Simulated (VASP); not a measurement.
Input of a VASP 6.6.1 run:

The input POSCAR:

```
PtS2
1.0
    3.6126921524      0.0000000000      0.0000000000
   -1.8063460762      3.1286831800      0.0000000000
    0.0000000000      0.0000000000      5.1376250896
Pt S
1 2
Direct
    0.0000000000      0.0000000000      0.0000000000
    0.6666666667      0.3333333333      0.7730000000
    0.3333333333      0.6666666667      0.2270000000
```

INCAR.step1

```
PREC = Accurate ; ENCUT = 520
ISMEAR = -1 ; SIGMA = 0.05
LREAL = False ; LASPH = True
NELM = 60 ; NBANDS = 18
GGA = PE ; ALGO = Normal
EDIFF = 1E-4 ; LWAVE = True
LCHARG = False
```

The input INCAR.step2:

```
PREC = Accurate ; ENCUT = 520
EDIFF = 1E-7 ; ISMEAR = -1
SIGMA = 0.05 ; LREAL = False
LASPH = True ; NELM = 60
ALGO = Normal ; ISIF = 2
LWAVE = False ; LCHARG = False
METAGGA = R2SCAN ; LMIXTAU = True
NBANDS = 18 ; ISTART = 1
```

The input KPOINTS:

```
Automatic mesh
0
Gamma
  9 9 5
```

Potentials or basis: VASP PAW PBE potentials, release 64 (Pt, S).

The run is started by

```sh
$ cat potpaw_PBE.64/Pt/POTCAR potpaw_PBE.64/S/POTCAR > POTCAR
$ cp INCAR.step1 INCAR
$ mpirun -np 1 vasp_std > vasp.out
$ cp INCAR.step2 INCAR
$ mpirun -np 1 vasp_std > vasp.out
```

Problem. Predict the band gap on the k mesh.

Solution. 1.11 eV (least direct gap 1.18 eV).

Problem. Predict the largest force.

Solution. 0.373 eV/Å.

Problem. Predict the pressure.

Solution. 0.1 GPa.

Forces in eV/Å, atoms in the order of the input:
```
Pt   0.000  0.000  0.000
S    0.000  0.000 -0.373
S    0.000  0.000  0.373
```

Caveat: the PAW data sets were made with another functional, which shifts forces and pressure a little; spin-orbit coupling is left out, which moves the levels of the heavy elements; an odd mesh through Γ misses points on the zone boundary, where band edges can lie. r2SCAN opens gaps a little over a GGA but as a rule still falls short of measured ones.
